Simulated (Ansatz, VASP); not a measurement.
O in VASP and in Ansatz

```
O
1.0
     9.00000    0.00000    0.00000
     0.00000    9.50000    0.00000
     0.00000    0.00000   10.00000
O
2
Direct
  0.50000 0.50000 0.43850
  0.50000 0.50000 0.56150
```

Alike in both runs: task relaxation of the atoms; functional r2SCAN; k mesh 1 × 1 × 1; occupations fermi-dirac, width 0.05 eV; collinear spin.

|  | VASP | Ansatz |
| --- | --- | --- |
| version | VASP 6.6.1 | Ansatz 0.2.0 |
| potentials or method | VASP PAW PBE potentials, release 64 (O), cutoff 520 eV | plane waves, PAW |
| valence electrons in the cell | 12 | 12 |

|  | VASP | Ansatz | Ansatz less VASP |
| --- | --- | --- | --- |
| net moment per atom (μB) | 1.00 | 1.00 | 0.000 |
| size of the moment on the site where the two differ most (μB) | 0.83 | 0.57 | -0.260 |

VASP's potentials were made for PBE, not for r2SCAN. Site moments also hang on the region over which each program counts them. Ansatz's warnings: end state compared, stress scf threshold loose.

Noted on VASP's run: the standard files for N, O and F lose accuracy on very short bonds.
